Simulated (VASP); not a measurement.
# Si4N (I-43m) in VASP: a series of runs

The runs below take Si4N through single point, relaxation of cell and atoms, with PBE.

Program: VASP 6.6.1. These are calculated values, not measurements. Logs are shortened: lines on timing, memory, paths and dates and some standing lists are left out, and cuts for length are marked.

### 1 The cell of the first run

It takes space group I-43m (No. 217, cubic). The conventional cell has a = 5.455 Å, b = 5.455 Å, c = 5.455 Å, α = 90.00°, β = 90.00°, γ = 90.00°. Within 2.3 Å of Si (site symmetry 3m) lie 1 N at 1.75 Å. Within 2.3 Å of N (site symmetry -43m) lie 4 Si at 1.75 Å.

### 2 Single point, PBE, collinear spin, ferromagnetic start

File INCAR:

```
PREC     = Accurate       # precision mode
ENCUT    = 520            # plane-wave cutoff, eV
EDIFF    = 1E-6           # SCF threshold, eV
ISMEAR   = 0              # smearing method
SIGMA    = 0.1            # smearing width, eV
LREAL    = F              # projectors in reciprocal space
LASPH    = T              # aspherical terms in the spheres
NELM     = 150            # most SCF steps
ALGO     = Normal         # electronic algorithm
ISIF     = 2              # what is computed and relaxed
LWAVE    = F              # write WAVECAR
LCHARG   = F              # write CHGCAR
ISPIN    = 2              # spin polarisation
MAGMOM   = 0 0 0 0 1      # initial moments
LORBIT   = 11             # projections on sites
GGA      = PE             # functional
NBANDS   = 22             # bands
```

File KPOINTS:

```
regular mesh
0
Gamma
  4 4 4
```

File POSCAR:

```
Si4N
1.0
   -2.7276253800      2.7276253800      2.7276253800
    2.7276253800     -2.7276253800      2.7276253800
    2.7276253800      2.7276253800     -2.7276253800
Si N
4 1
Direct
    0.0000000000      0.6305807800      0.0000000000
    0.3694192200      0.3694192200      0.3694192200
    0.0000000000      0.0000000000      0.6305807800
    0.6305807800      0.0000000000      0.0000000000
    0.0000000000      0.0000000000      0.0000000000
```

Potentials or basis: VASP PAW PBE potentials, release 64 (Si, N).

Started as:

```sh
cat potpaw_PBE.64/Si/POTCAR potpaw_PBE.64/N/POTCAR > POTCAR
mpirun -np 1 vasp_std > vasp.out
```

OUTCAR:

```text
PREC = Accurate
   ENCUT = 520
   EDIFF = 1E-6
   ISMEAR = 0
   LREAL = F
   LASPH = T
   NELM = 150
   ISIF = 2
   ISPIN = 2
   LORBIT = 11
   GGA = PE

 ion  position               nearest neighbor table
   1  0.000  0.631  0.000-   5 1.75   2 2.85   4 2.85   3 2.85   4 2.91   3 2.91   2 2.91   3 2.91
                             4 2.91   2 2.91
   2  0.369  0.369  0.369-   5 1.75   1 2.85   4 2.85   3 2.85   3 2.91   4 2.91   3 2.91   1 2.91
                             4 2.91   1 2.91
   3  0.000  0.000  0.631-   5 1.75   1 2.85   4 2.85   2 2.85   2 2.91   4 2.91   1 2.91   1 2.91
                             4 2.91   2 2.91
   4  0.631  0.000  0.000-   5 1.75   2 2.85   3 2.85   1 2.85   2 2.91   3 2.91   1 2.91   2 2.91
                             1 2.91   3 2.91
   5  0.000  0.000  0.000-   1 1.75   2 1.75   3 1.75   4 1.75

  LATTYP: Found a body centered cubic cell.
 ALAT       =     5.4552507600

  Lattice vectors:

 A1 = (  -2.7276253800,   2.7276253800,   2.7276253800)
 A2 = (   2.7276253800,  -2.7276253800,   2.7276253800)
 A3 = (   2.7276253800,   2.7276253800,  -2.7276253800)

Analysis of symmetry for initial positions (statically):
=====================================================================
 Subroutine PRICEL returns:
 Original cell was already a primitive cell.

 Routine SETGRP: Setting up the symmetry group for a
 body centered cubic supercell.

 Subroutine GETGRP returns: Found 24 space group operations
 (whereof 24 operations were pure point group operations)
 out of a pool of 48 trial point group operations.

The static configuration has the point symmetry T_d .

Analysis of symmetry for dynamics (positions and initial velocities):
=====================================================================
 Subroutine PRICEL returns:
 Original cell was already a primitive cell.

 Routine SETGRP: Setting up the symmetry group for a
 body centered cubic supercell.

 Subroutine GETGRP returns: Found 24 space group operations
 (whereof 24 operations were pure point group operations)
 out of a pool of 48 trial point group operations.

The dynamic configuration has the point symmetry T_d .

Analysis of structural, dynamic, and magnetic symmetry:
=====================================================================
 Subroutine PRICEL returns:
 Original cell was already a primitive cell.

 Routine SETGRP: Setting up the symmetry group for a
 body centered cubic supercell.

 Subroutine GETGRP returns: Found 24 space group operations
 (whereof 24 operations were pure point group operations)
 out of a pool of 48 trial point group operations.

The overall configuration has the point symmetry T_d .

 Subroutine INISYM returns: Found 24 space group operations
 (whereof 24 operations are pure point group operations),
 and found     1 'primitive' translations

----------------------------------------------------------------------------------------

                                     Primitive cell

  volume of cell :      81.1735

  direct lattice vectors                    reciprocal lattice vectors
    -2.727625380  2.727625380  2.727625380     0.000000000  0.183309630  0.183309630
     2.727625380 -2.727625380  2.727625380     0.183309630  0.000000000  0.183309630
     2.727625380  2.727625380 -2.727625380     0.183309630  0.183309630  0.000000000

  length of vectors
     4.724385742  4.724385742  4.724385742     0.259238965  0.259238965  0.259238965

  position of ions in fractional coordinates (direct lattice)
     0.000000000  0.630580780  0.000000000
     0.369419220  0.369419220  0.369419220
     0.000000000  0.000000000  0.630580780
     0.630580780  0.000000000  0.000000000
     0.000000000  0.000000000  0.000000000

  ion indices of the primitive-cell ions
   primitive index   ion index
                 1           1
                 2           2
                 3           3
                 4           4
                 5           5

----------------------------------------------------------------------------------------

 KPOINTS: regular mesh

Automatic generation of k-mesh.
 Grid dimensions read from file:
 generate k-points for:    4    4    4

 Generating k-lattice:

  Cartesian coordinates                     Fractional coordinates (reciprocal lattice)
     0.000000000  0.045827408  0.045827408     0.250000000  0.000000000  0.000000000
     0.045827408  0.000000000  0.045827408     0.000000000  0.250000000  0.000000000
     0.045827408  0.045827408  0.000000000     0.000000000  0.000000000  0.250000000

  Length of vectors
     0.064809741  0.064809741  0.064809741

  Shift w.r.t. Gamma in fractional coordinates (k-lattice)
     0.000000000  0.000000000  0.000000000

 Subroutine IBZKPT returns following result:
 ===========================================

 Found      8 irreducible k-points:

 Following reciprocal coordinates:
            Coordinates               Weight
  0.000000  0.000000  0.000000      1.000000
  0.250000  0.000000  0.000000     12.000000
  0.500000  0.000000  0.000000      6.000000
  0.250000  0.250000  0.000000     24.000000
  0.250000  0.250000  0.250000      2.000000
 -0.250000  0.250000  0.250000      6.000000
  0.500000  0.500000  0.250000     12.000000
  0.500000  0.500000  0.500000      1.000000
   k-points           NKPTS =      8   k-points in BZ     NKDIM =      8   number of bands    NBANDS=     22
   number of dos      NEDOS =    301   number of ions     NIONS =      5
   total plane-waves  NPLWV =  46656
   dimension x,y,z NGX =    36 NGY =   36 NGZ =   36
   dimension x,y,z NGXF=    72 NGYF=   72 NGZF=   72
   ions per type =               4   1
   NGX,Y,Z   is equivalent  to a cutoff of  12.67, 12.67, 12.67 a.u.
   NGXF,Y,Z  is equivalent  to a cutoff of  25.34, 25.34, 25.34 a.u.
 SYSTEM =  unknown system
   PREC   = accura    normal or accurate (medium, high low for compatibility)
   ISTART =      0    job   : 0-new  1-cont  2-samecut
   ICHARG =      2    charge: 1-file 2-atom 10-const
   ISPIN  =      2    spin polarized calculation?
   LNONCOLLINEAR =      F non collinear calculations
   LSORBIT =      F    spin-orbit coupling
   LASPH  =      T    aspherical Exc in radial PAW
   ENCUT  =  520.0 eV  38.22 Ry    6.18 a.u.   8.78  8.78  8.78*2*pi/ulx,y,z
[... 13 lines left out ...]
   NUPDOWN=      -1.0000    fix difference up-down
   EMIN   =  10.00;   EMAX   =-10.00  energy-range for DOS
   EFERMI =   0.00;   METHOD = LEGACY
   ISMEAR =     0;   SIGMA  =   0.10  broadening in eV -4-tet -1-fermi 0-gaus
   EFERMI_NEDOS =   21; number of points for ismear=-14 and -15
   IALGO  =     38    algorithm
   IMIX   =      4    mixing-type and parameters
     AMIX     =   0.40;   BMIX     =  1.00
     AMIX_MAG =   1.60;   BMIX_MAG =  1.00
  volume/ion in A,a.u.               =      16.23       109.56
  Fermi-wavevector in a.u.,A,eV,Ry     =   1.043141  1.971252 14.805100  1.088144
  Thomas-Fermi vector in A             =   2.177838
   LORBIT       =     11    0 simple, 1 ext, 2 COOP (PROOUT), +10 PAW based schemes
   GGA     = PE    functional components
   LHFCALC =     F    Hartree Fock is set to
   AEXX    =    0.0000 exact exchange contribution
   IVDW    =     0    specifies the selected vdW correction
   LEPSILON=     F    determine dielectric tensor
   LRPA    =     F    only Hartree local field effects (RPA)
 spin polarized calculation
 Gauss-broadening in eV      SIGMA  =   0.10
  energy-cutoff  :      520.00
  volume of cell :       81.17
 maximum number of plane-waves:      2214
   NGX = 17   NGY = 17   NGZ = 17

 number of electron      21.0000002 magnetization      -0.0013539

 number of electron      21.0000002 magnetization       0.0000402

 Free energy of the ion-electron system (eV)
  ---------------------------------------------------
  ext. energy  EPLUGINS =         0.00000000
  ---------------------------------------------------
  free energy    TOTEN  =       -26.14771367 eV

  energy without entropy =      -26.13321907  energy(sigma->0) =      -26.14046637

 E-fermi :   7.6741     XC(G=0): -10.1624

 val. band max:        7.5984245847   @ k =   0.2500   0.0000   0.0000
 cond. band min:       7.6810568123   @ k =   0.5000   0.5000   0.5000
 fundamental gap:      0.0826322276
 Fermi energy:         7.6740728673

 spin component 1

 k-point     1 :       0.0000    0.0000    0.0000
  band No.  band energies     occupation
      1     -12.6157      1.00000
      2      -2.3821      1.00000
      3      -2.3821      1.00000
      4      -2.3821      1.00000
      5      -2.1009      1.00000
      6       3.1481      1.00000
[... 14 lines left out ...]
     21      15.7294      0.00000
     22      16.3441      0.00000

 k-point     2 :       0.2500    0.0000    0.0000
  band No.  band energies     occupation
      1     -12.5485      1.00000
      2      -3.5406      1.00000
      3      -2.6538      1.00000
      4      -2.3770      1.00000
      5      -0.7176      1.00000
      6       2.3717      1.00000
[... 14 lines left out ...]
     21      15.7543      0.00000
     22      16.6026      0.00000
[... 108 lines left out ...]
      6       2.3547      1.00000
[... 14 lines left out ...]
     21      15.5026      0.00000
     22      15.5621      0.00000

 k-point     8 :       0.5000    0.5000    0.5000
  band No.  band energies     occupation
      1     -12.3824      1.00000
      2      -3.5336      1.00000
      3      -3.5336      1.00000
      4      -3.5336      1.00000
      5       2.1610      1.00000
      6       2.1610      1.00000
[... 14 lines left out ...]
     21      17.2244      0.00000
     22      17.2322      0.00000
 Fermi energy:         7.6740728673

 spin component 2

 k-point     1 :       0.0000    0.0000    0.0000
  band No.  band energies     occupation
      1     -12.6158      1.00000
      2      -2.3822      1.00000
      3      -2.3822      1.00000
      4      -2.3822      1.00000
      5      -2.1009      1.00000
      6       3.1481      1.00000
[... 14 lines left out ...]
     21      15.7294      0.00000
     22      16.3441      0.00000

 k-point     2 :       0.2500    0.0000    0.0000
  band No.  band energies     occupation
      1     -12.5486      1.00000
      2      -3.5407      1.00000
      3      -2.6539      1.00000
      4      -2.3771      1.00000
      5      -0.7176      1.00000
      6       2.3718      1.00000
[... 14 lines left out ...]
     21      15.7543      0.00000
     22      16.6026      0.00000
[... 123 lines left out ...]
     21      15.5026      0.00000
     22      15.5622      0.00000

 k-point     8 :       0.5000    0.5000    0.5000
  band No.  band energies     occupation
      1     -12.3825      1.00000
      2      -3.5337      1.00000
      3      -3.5337      1.00000
      4      -3.5337      1.00000
      5       2.1610      1.00000
      6       2.1610      1.00000
[... 14 lines left out ...]
     21      17.2303      0.00000
     22      17.2567      0.00000

------------------------ aborting loop because EDIFF is reached ----------------------------------------

  FORCE on cell =-STRESS in cart. coord.  units (eV):
  Direction    XX          YY          ZZ          XY          YZ          ZX
  --------------------------------------------------------------------------------------
  -------------------------------------------------------------------------------------
  Total        2.4893246      2.4893246      2.4893246     -0.0000000     -0.0000000      0.0000000
  in kB       49.1335281     49.1335281     49.1335281     -0.0000000     -0.0000000      0.0000000
  external PRESSURE =      49.1335281 kB  Pullay stress =       0.0000000 kB

 VOLUME and BASIS-vectors are now :
 -----------------------------------------------------------------------------
  energy-cutoff  :      520.00
  volume of cell :       81.17
      direct lattice vectors                 reciprocal lattice vectors
    -2.727625380  2.727625380  2.727625380     0.000000000  0.183309630  0.183309630
     2.727625380 -2.727625380  2.727625380     0.183309630  0.000000000  0.183309630
     2.727625380  2.727625380 -2.727625380     0.183309630  0.183309630  0.000000000

 POSITION                                       TOTAL-FORCE (eV/Angst)
 -----------------------------------------------------------------------------------
      1.71999     -1.71999      1.71999        -1.896453      1.896453     -1.896453
      1.00764      1.00764      1.00764         1.896453      1.896453      1.896453
      1.71999      1.71999     -1.71999        -1.896453     -1.896453      1.896453
     -1.71999      1.71999      1.71999         1.896453     -1.896453     -1.896453
      0.00000      0.00000      0.00000         0.000000     -0.000000     -0.000000
 -----------------------------------------------------------------------------------
    total drift:                                0.000002      0.000002      0.000003

  FREE ENERGIE OF THE ION-ELECTRON SYSTEM (eV)
  ---------------------------------------------------
  free  energy   TOTEN  =       -26.1477136744 eV

  energy  without entropy=      -26.1332190739  energy(sigma->0) =      -26.14046637

 total charge

# of ion       s       p       d       tot
------------------------------------------
    1        0.829   0.739   0.000   1.568
    2        0.829   0.739   0.000   1.568
    3        0.829   0.739   0.000   1.568
    4        0.829   0.739   0.000   1.568
    5        1.292   2.707   0.000   3.999
--------------------------------------------------
tot          4.608   5.664   0.000  10.272

 magnetization (x)

# of ion       s       p       d       tot
------------------------------------------
    1        0.000   0.000   0.000   0.000
    2        0.000   0.000   0.000   0.000
    3        0.000   0.000   0.000   0.000
    4        0.000   0.000   0.000   0.000
    5       -0.000  -0.000   0.000  -0.000
--------------------------------------------------
tot          0.000   0.000   0.000   0.000
```

Run time: 24 s. Hardware: 1 thread of AMD EPYC 9R45 (Zen 5), shared host; peak memory 0.2 GiB.

What came out:

- Free energy: -26.1477 eV
- Pressure: 4.9 GPa
- Largest force: 3.285 eV/Å
- Net moment: 0.00 μB per cell
- Valence electrons inside the program's atomic spheres: Si 1.57; N 4.00

Forces on the atoms (eV/Å):
```
Si  -1.896  1.896 -1.896
Si   1.896  1.896  1.896
Si  -1.896 -1.896  1.896
Si   1.896 -1.896 -1.896
N    0.000  0.000  0.000
```

Caveat: the k points lie up to 0.41 Å⁻¹ apart; forces of over 1 eV/Å act on the atoms, so gaps and moduli don't describe the material at rest.

### 3 Single point, PBE

This run uses another cell than the first one, of 14.95 Å³/atom, 0.921 times its volume.

File INCAR:

```
  ALGO = Normal
  EDIFF = 1E-6
  ENCUT = 520
  GGA = PE
  ISIF = 2
  ISMEAR = 0
  LASPH = True
  LCHARG = False
  LREAL = False
  LWAVE = False
  NBANDS = 18
  NELM = 60
  PREC = Accurate
  SIGMA = 0.1
```

File KPOINTS:

```
k-points
0
Gamma
  10 10 10
```

File POSCAR:

```
Si4N
1.0
   -2.6538041856      2.6538041856      2.6538041856
    2.6538041856     -2.6538041856      2.6538041856
    2.6538041856      2.6538041856     -2.6538041856
Si N
4 1
Direct
    0.0000000000      0.5922311350      0.0000000000
    0.4077688650      0.4077688650      0.4077688650
    0.0000000000      0.0000000000      0.5922311350
    0.5922311350      0.0000000000      0.0000000000
    0.0000000000      0.0000000000      0.0000000000
```

Potentials or basis: VASP PAW PBE potentials, release 64 (Si, N).

Started as:

```sh
cat potpaw_PBE.64/Si/POTCAR potpaw_PBE.64/N/POTCAR > POTCAR
mpirun -np 1 vasp_std > vasp.out
```

Wall time 50 s (1 thread of AMD EPYC 9R45 (Zen 5), shared host); peak memory 0.19 GiB.

Results (log left out):

* Free energy: -27.2070 eV
* Pressure: -0.1 GPa
* Largest force: 0.009 eV/Å

Forces on the atoms (eV/Å):
```
Si   0.005 -0.005  0.005
Si  -0.005 -0.005 -0.005
Si   0.005  0.005 -0.005
Si  -0.005  0.005  0.005
N    0.000  0.000  0.000
```

Levels at points of the mesh, in eV from the Fermi level:
| k point | band 8 | band 9 | band 10 | band 11 | band 12 | band 13 | band 14 | band 15 |
| --- | --- | --- | --- | --- | --- | --- | --- | --- |
| (0.00, 0.00, 0.00) | -4.22 | -2.21 | -2.21 | -2.21 | 1.01 | 1.01 | 2.52 | 2.52 |
| (0.50, 0.00, 0.00) | -2.11 | -1.95 | -1.45 | -0.51 | 1.37 | 2.19 | 2.41 | 2.78 |
| (0.50, 0.50, 0.50) | -3.06 | -3.06 | -0.18 | 0.27 | 0.27 | 0.27 | 0.96 | 7.45 |

### 4 Relaxation of cell and atoms, PBE

This run uses another cell than the first one, of 15.19 Å³/atom, 0.936 times its volume.

File INCAR:

```
ALGO = Normal ; EDIFF = 1E-7
EDIFFG = -0.01 ; ENCUT = 600
GGA = PE ; IBRION = 2
ISIF = 3 ; ISMEAR = 0
LASPH = T ; LCHARG = F
LREAL = F ; LWAVE = F
NELM = 60 ; NSW = 100
PREC = Accurate ; SIGMA = 0.1
```

KPOINTS is that of step 3.

File POSCAR:

```
Si4N
1.0
   -2.6677008373      2.6677008373      2.6677008373
    2.6677008373     -2.6677008373      2.6677008373
    2.6677008373      2.6677008373     -2.6677008373
Si N
4 1
Direct
    0.0000000000      0.5939813735      0.0000000000
    0.4060186265      0.4060186265      0.4060186265
    0.0000000000      0.0000000000      0.5939813735
    0.5939813735      0.0000000000      0.0000000000
    0.0000000000      0.0000000000      0.0000000000
```

Started as:

```sh
cat potpaw_PBE.64/Si/POTCAR potpaw_PBE.64/N/POTCAR > POTCAR
mpirun -np 1 vasp_std > vasp.out
```

It took 2.4 min on 1 thread of AMD EPYC 9R45 (Zen 5), shared host; peak memory 0.24 GiB.

Results (log left out):

```
Free energy                            : -27.2094 eV
Relaxed volume                         : 14.94 Å³/atom
Relaxed cell                           : a = 4.595 Å, b = 4.595 Å, c = 4.595 Å, α = 109.47°, β = 109.47°, γ = 109.47°
Space group after relaxing (to 0.05 Å) : I-43m (No. 217)
Energy gained by relaxing              : 1.1 meV/atom
Ionic steps                            : 5
Pressure after relaxing                : 0.0 GPa
```

Forces in eV/Å, atoms in the order of the input:
```
Si   0.002 -0.002  0.002
Si  -0.002 -0.002 -0.002
Si   0.002  0.002 -0.002
Si  -0.002  0.002  0.002
N    0.000  0.000  0.000
```

Step by step:
```tsv
step	energy change (eV)	largest force (eV/Å)	pressure (GPa)	volume (Å³)
1	0.0000	0.0347	-1.30	75.94
2	-0.0044	0.0965	0.39	74.59
3	-0.0047	0.0848	0.07	74.84
4	-0.0056	0.0300	0.02	74.74
5	-0.0057	0.0028	0.00	74.68
```

Final structure:
```cif
data_structure
_symmetry_space_group_name_H-M 'P 1'
_symmetry_Int_Tables_number 1
_cell_length_a 4.5950
_cell_length_b 4.5950
_cell_length_c 4.5950
_cell_angle_alpha 109.471
_cell_angle_beta 109.471
_cell_angle_gamma 109.471
_cell_volume 74.68
loop_
_atom_site_label
_atom_site_type_symbol
_atom_site_fract_x
_atom_site_fract_y
_atom_site_fract_z
_atom_site_occupancy
Si1 Si 0.00000 0.59224 0.00000 1
Si2 Si 0.40776 0.40776 0.40776 1
Si3 Si 0.00000 0.00000 0.59224 1
Si4 Si 0.59224 0.00000 0.00000 1
N1 N 0.00000 0.00000 0.00000 1
```

Levels at points of the mesh, in eV from the Fermi level:
```
           k point  band 8  band 9  band 10  band 11  band 12  band 13  band 14
(0.00, 0.00, 0.00)   -4.22   -2.21    -2.21    -2.21     1.00     1.00     2.52
(0.50, 0.00, 0.00)   -2.11   -1.95    -1.44    -0.51     1.38     2.20     2.41
(0.50, 0.50, 0.50)   -3.06   -3.06    -0.18     0.27     0.27     0.27     0.97
```

### 5 The runs side by side

| task | spin | cell | k mesh | cutoff (eV) | gap on the mesh (eV) | pressure (GPa) | largest force (eV/Å) |
| --- | --- | --- | --- | --- | --- | --- | --- |
| single point | collinear, ferromagnetic start | a = 4.724 Å, angles 109.5°, 5 atoms | 4 × 4 × 4 | 520 | none | 4.9 | 3.28 |
| single point | off | a = 4.597 Å, angles 109.5°, 5 atoms | 10 × 10 × 10 | 520 | none | -0.1 | 0.01 |
| relaxation of cell and atoms | off | relaxed from a = 4.621 Å, angles 109.5°, 5 atoms | 10 × 10 × 10 | 600 | none | 0.0 | - |

Alike in all rows: level PBE; potentials or basis VASP PAW PBE potentials, release 64 (Si, N); smearing gaussian 0.1 eV.

Caveats: some runs use coarse meshes; forces of over 1 eV/Å act on the atoms, so gaps and moduli don't describe the material at rest (some runs).

Absolute energies hang on the potentials; compare differences alone.
